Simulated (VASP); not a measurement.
Write the native input for VASP 6.6.1 that does the following.

| Item | Value |
| --- | --- |
| Task | single point |
| Functional | r2SCAN |
| Potentials or basis | VASP PAW PBE potentials, release 64 (K_sv, Mg, F) |
| Cutoff | 520 eV |
| k mesh | 4 × 4 × 4 |
| Occupations | gaussian, width 0.01 eV |
| Spin | no spin polarisation |
| Dipole correction | no |
| Further INCAR settings | ALGO = Normal; EDIFF = 1e-07; NBANDS = 24 |

KMgF3:

```
CELL_PARAMETERS angstrom
4.01230 0.00000 0.00000
0.00000 4.01230 0.00000
0.00000 0.00000 4.01230
ATOMIC_POSITIONS crystal
K 0.50000 0.50000 0.50000
Mg 0.00000 0.00000 0.00000
F 0.50000 0.00000 0.00000
F 0.00000 0.50000 0.00000
F 0.00000 0.00000 0.50000
```

The input as run:

POSCAR

```
KMgF3
1.0
    4.0122974580      0.0000000000      0.0000000000
    0.0000000000      4.0122974580      0.0000000000
    0.0000000000      0.0000000000      4.0122974580
K Mg F
1 1 3
Direct
    0.5000000000      0.5000000000      0.5000000000
    0.0000000000      0.0000000000      0.0000000000
    0.5000000000      0.0000000000      0.0000000000
    0.0000000000      0.5000000000      0.0000000000
    0.0000000000      0.0000000000      0.5000000000
```

INCAR.step1

```
SYSTEM = KMgF3
PREC = Accurate
ENCUT = 520
ISMEAR = 0
SIGMA = 0.01
LREAL = .False.
LASPH = .True.
NELM = 80
NBANDS = 24
GGA = PE
ALGO = Normal
EDIFF = 1E-4
LWAVE = .True.
LCHARG = .False.
```

INCAR.step2

```
SYSTEM = KMgF3
PREC = Accurate
ENCUT = 520
EDIFF = 1E-7
ISMEAR = 0
SIGMA = 0.01
LREAL = .False.
LASPH = .True.
NELM = 80
ALGO = Normal
ISIF = 2
LWAVE = .False.
LCHARG = .False.
METAGGA = R2SCAN
LMIXTAU = .True.
NBANDS = 24
ISTART = 1
```

KPOINTS

```
Automatic mesh
0
Gamma
  4 4 4
  0 0 0
```

Potentials or basis: VASP PAW PBE potentials, release 64 (K_sv, Mg, F).

Run with:

```console
$ cat potpaw_PBE.64/K_sv/POTCAR potpaw_PBE.64/Mg/POTCAR potpaw_PBE.64/F/POTCAR > POTCAR
$ cp INCAR.step1 INCAR
$ mpirun -np 1 vasp_std > vasp.out
$ cp INCAR.step2 INCAR
$ mpirun -np 1 vasp_std > vasp.out
```

It gave:

```yaml
Pressure: -2.4 GPa
Band_gap_on_the_k_mesh: 8.09 eV, indirect (least direct gap 8.41 eV)
```

Caveat: the PAW data sets were made with another functional, which shifts forces and pressure a little.

It took 78 s on 1 thread of AMD EPYC 9R45 (Zen 5), with other jobs on the host, peak memory 0.14 GiB.
